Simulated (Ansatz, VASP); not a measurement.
## One calculation of Sb, two programs

Contents of POSCAR:

```
Sb
1.0
    3.2776889962     -2.1663016867      0.0000000000
    3.2776889962      2.1663016867      0.0000000000
    0.0000000000      0.0000000000      8.8368844612
Sb
4
Direct
    0.8500000000      0.1500000000      0.1170000000
    0.6500000000      0.3500000000      0.6170000000
    0.1500000000      0.8500000000      0.8830000000
    0.3500000000      0.6500000000      0.3830000000
```

Contents of INCAR.step1:

```
PREC = Accurate ; ENCUT = 600
ISMEAR = 0 ; SIGMA = 0.1
LREAL = F ; LASPH = T
NELM = 100 ; GGA = PE
ALGO = Normal ; EDIFF = 1E-4
LWAVE = T ; LCHARG = F
```

File INCAR.step2:

```
PREC = Accurate ; ENCUT = 600
EDIFF = 1E-6 ; ISMEAR = 0
SIGMA = 0.1 ; LREAL = F
LASPH = T ; NELM = 100
ALGO = Normal ; ISIF = 3
LWAVE = F ; LCHARG = F
METAGGA = R2SCAN ; LMIXTAU = T
IBRION = 2 ; NSW = 90
EDIFFG = -0.04 ; ISTART = 1
```

Contents of KPOINTS:

```
Automatic mesh
0
Gamma
  6 6 2
```

Input for Ansatz:

```yaml
crystal:
  lattice:
    - [3.2776889962, -2.1663016867, 0.0]
    - [3.2776889962, 2.1663016867, 0.0]
    - [0.0, 0.0, 8.8368844612]
  atoms:
    - { symbol: Sb, position: [0.85, 0.15, 0.117] }
    - { symbol: Sb, position: [0.65, 0.35, 0.617] }
    - { symbol: Sb, position: [0.15, 0.85, 0.883] }
    - { symbol: Sb, position: [0.35, 0.65, 0.383] }
basis:
  ecutwfc: 500
kpoints:
  mp_grid: { grid: [6, 6, 2] }
hamiltonian:
  xc: r2scan
scf:
  occupations: { method: gaussian, width: 0.1 }
  lower_state_search: "off"
output:
  forces: true
  stress: true
  eigenvalues: true
relax:
  adjacent_minimum: "off"
  f_tol: 0.04
  max_steps: 70
  cell: { stress_tol: 0.4 }
```

Alike in both runs: task relaxation of cell and atoms; functional r2SCAN; k mesh 6 × 6 × 2; occupations gaussian, width 0.1 eV; no spin polarisation.

```csv
,VASP,Ansatz
version,VASP 6.6.1,Ansatz 0.2.0
potentials or method,"VASP PAW PBE potentials, release 64 (Sb), cutoff 600 eV","scalar-relativistic, plane waves, PAW"
valence electrons in the cell,20,60
```

Ansatz gave:

- gap on the k mesh at the Fermi level, each at its own relaxed structure (eV): none
- relaxed volume (Å³/atom): 30.54
- relaxed cell length with the largest relative difference (Å): 11.134

Task: What did VASP give for the same quantities?

Result: gap on the k mesh at the Fermi level, each at its own relaxed structure (eV): none; relaxed volume (Å³/atom): 30.68; relaxed cell length with the largest relative difference (Å): 11.248.

VASP's potentials were made for PBE, not for r2SCAN. A gap of «none» marks a metal or a gap that the smearing closes. VASP's potentials hold 20 valence electrons a cell and Ansatz's 60, so a difference there can come from the potentials and not from the codes.

Neither program's run includes spin-orbit coupling.
